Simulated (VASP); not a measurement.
# PbO2 (P4_2/mnm) in VASP: notebook, part 2 of 2

VASP 6.6.1. The steps go on from the part before.

### 3 Single point, PBEsol

This run uses another cell than the first one, of 14.20 Å³/atom.

INCAR reads:

```
SYSTEM = PbO2
PREC = Accurate ; ENCUT = 520
EDIFF = 1E-6 ; ISMEAR = -1
SIGMA = 0.02 ; LREAL = .False.
LASPH = .True. ; NELM = 80
ALGO = Normal ; ISIF = 2
LWAVE = .False. ; LCHARG = .False.
GGA = PS ; NBANDS = 35
```

KPOINTS reads:

```
regular mesh
0
Gamma
  4 4 6
  0 0 0
```

POSCAR reads:

```
PbO2
1.0
    4.9965347787      0.0000000000      0.0000000000
    0.0000000000      4.9965347787      0.0000000000
    0.0000000000      0.0000000000      3.4115540209
Pb O
2 4
Direct
    0.0000000000      0.0000000000      0.0000000000
    0.5000000000      0.5000000000      0.5000000000
    0.3076150498      0.3076150498      0.0000000000
    0.1923849502      0.8076150498      0.5000000000
    0.8076150498      0.1923849502      0.5000000000
    0.6923849502      0.6923849502      0.0000000000
```

Potentials or basis: VASP PAW PBE potentials, release 64 (Pb_d, O).

Run with:

```
cat potpaw_PBE.64/Pb_d/POTCAR potpaw_PBE.64/O/POTCAR > POTCAR
mpirun -np 1 vasp_std > vasp.out
```

OUTCAR:

```text
SYSTEM = PbO2
   PREC = Accurate
   ENCUT = 520
   EDIFF = 1E-6
   ISMEAR = -1
   LREAL = .False.
   LASPH = .True.
   NELM = 80
   ISIF = 2
   GGA = PS

 ion  position               nearest neighbor table
   1  0.000  0.000  0.000-   3 2.17   6 2.17   5 2.18   4 2.18   4 2.18   5 2.18   2 3.92   2 3.92
                             2 3.92   2 3.92   2 3.92   2 3.92   2 3.92   2 3.92
   2  0.500  0.500  0.500-   4 2.17   5 2.17   3 2.18   6 2.18   3 2.18   6 2.18   1 3.92   1 3.92
                             1 3.92   1 3.92   1 3.92   1 3.92   1 3.92   1 3.92
   3  0.308  0.308  0.000-   1 2.17   2 2.18   2 2.18
   4  0.192  0.808  0.500-   2 2.17   1 2.18   1 2.18
   5  0.808  0.192  0.500-   2 2.17   1 2.18   1 2.18
   6  0.692  0.692  0.000-   1 2.17   2 2.18   2 2.18

  LATTYP: Found a simple tetragonal cell.
 ALAT       =     4.9965347787
 C/A-ratio  =     0.6827840037

  Lattice vectors:

 A1 = (   4.9965347787,   0.0000000000,   0.0000000000)
 A2 = (   0.0000000000,   4.9965347787,   0.0000000000)
 A3 = (   0.0000000000,   0.0000000000,   3.4115540209)

Analysis of symmetry for initial positions (statically):
[... 184 lines left out ...]
 val. band max:        3.9570533619   @ k =   0.0000   0.0000   0.1667
 cond. band min:       4.1348081948   @ k =   0.0000   0.0000   0.0000
 fundamental gap:      0.1777548329
 Fermi energy:         4.0550265153

 k-point     1 :       0.0000    0.0000    0.0000
  band No.  band energies     occupation
      1     -14.1643      2.00000
      2     -14.0469      2.00000
      3     -12.3741      2.00000
      4     -12.3741      2.00000
      5     -11.4522      2.00000
      6     -11.2543      2.00000
[... 901 lines left out ...]
     34      13.7536      0.00000
     35      17.0873      0.00000

------------------------ aborting loop because EDIFF is reached ----------------------------------------

  FORCE on cell =-STRESS in cart. coord.  units (eV):
  Direction    XX          YY          ZZ          XY          YZ          ZX
  --------------------------------------------------------------------------------------
  -------------------------------------------------------------------------------------
  Total        0.0841636      0.0841636      0.1836566      0.0000000      0.0000000      0.0000000
  in kB        1.5832320      1.5832320      3.4548320      0.0000000      0.0000000      0.0000000
  external PRESSURE =       2.2070987 kB  Pullay stress =       0.0000000 kB

 VOLUME and BASIS-vectors are now :
 -----------------------------------------------------------------------------
  energy-cutoff  :      520.00
  volume of cell :       85.17
      direct lattice vectors                 reciprocal lattice vectors
     4.996534779  0.000000000  0.000000000     0.200138705  0.000000000  0.000000000
     0.000000000  4.996534779  0.000000000     0.000000000  0.200138705  0.000000000
     0.000000000  0.000000000  3.411554021     0.000000000  0.000000000  0.293121549

 POSITION                                       TOTAL-FORCE (eV/Angst)
 -----------------------------------------------------------------------------------
      0.00000      0.00000      0.00000        -0.000000      0.000000      0.000000
      2.49827      2.49827      1.70578        -0.000000      0.000000      0.000000
      1.53701      1.53701      0.00000        -0.006373     -0.006373      0.000000
      0.96126      4.03528      1.70578         0.006373     -0.006373      0.000000
      4.03528      0.96126      1.70578        -0.006373      0.006373     -0.000000
      3.45953      3.45953      0.00000         0.006373      0.006373     -0.000000
 -----------------------------------------------------------------------------------
    total drift:                                0.000000      0.000000      0.000000

  FREE ENERGIE OF THE ION-ELECTRON SYSTEM (eV)
  ---------------------------------------------------
  free  energy   TOTEN  =       -34.0736750550 eV

  energy  without entropy=      -34.0735884255  energy(sigma->0) =      -34.07363174
```

Run time: 40 s. Hardware: 1 thread of AMD EPYC 9R45 (Zen 5), shared host; peak memory 0.2 GiB.

Results:

| Item | Value |
| --- | --- |
| Free energy | -34.0737 eV |
| Pressure | 0.2 GPa |
| Largest force | 0.009 eV/Å |
| Band gap on the k mesh | 0.18 eV (least direct gap 0.69 eV) |

Forces on the atoms (eV/Å):
```
Pb   0.000  0.000  0.000
Pb   0.000  0.000  0.000
O   -0.006 -0.006  0.000
O    0.006 -0.006  0.000
O   -0.006  0.006  0.000
O    0.006  0.006  0.000
```

Levels at points of the mesh, in eV from the valence-band top:
```tsv
k point	band 22	band 23	band 24	band 25	band 26	band 27	band 28	band 29	band 30	band 31
(0.00, 0.00, 0.00)	-0.59	-0.53	-0.53	-0.51	-0.51	0.18	4.24	5.81	5.81	9.56
(0.50, 0.00, 0.00)	-1.25	-0.57	-0.57	-0.29	-0.29	2.44	2.44	6.42	6.42	9.72
(0.50, 0.50, 0.00)	-1.50	-0.58	-0.58	-0.39	-0.39	2.84	2.84	6.71	6.71	10.06
(0.00, 0.00, 0.50)	-1.94	-1.03	-1.03	-0.70	-0.70	3.77	3.77	8.82	8.82	9.61
(0.50, 0.00, 0.50)	-0.99	-0.69	-0.69	-0.13	-0.13	4.08	4.08	7.26	7.26	9.89
(0.50, 0.50, 0.50)	-1.82	-0.58	-0.58	-0.43	-0.43	2.84	2.84	8.25	8.25	9.75
```

Caveat: the structure was generated, so it needn't be the stable form of PbO2; the PAW data sets were made with another functional, which shifts forces and pressure a little; spin-orbit coupling is left out, which moves the levels of the heavy elements. A k mesh can miss the band edges.
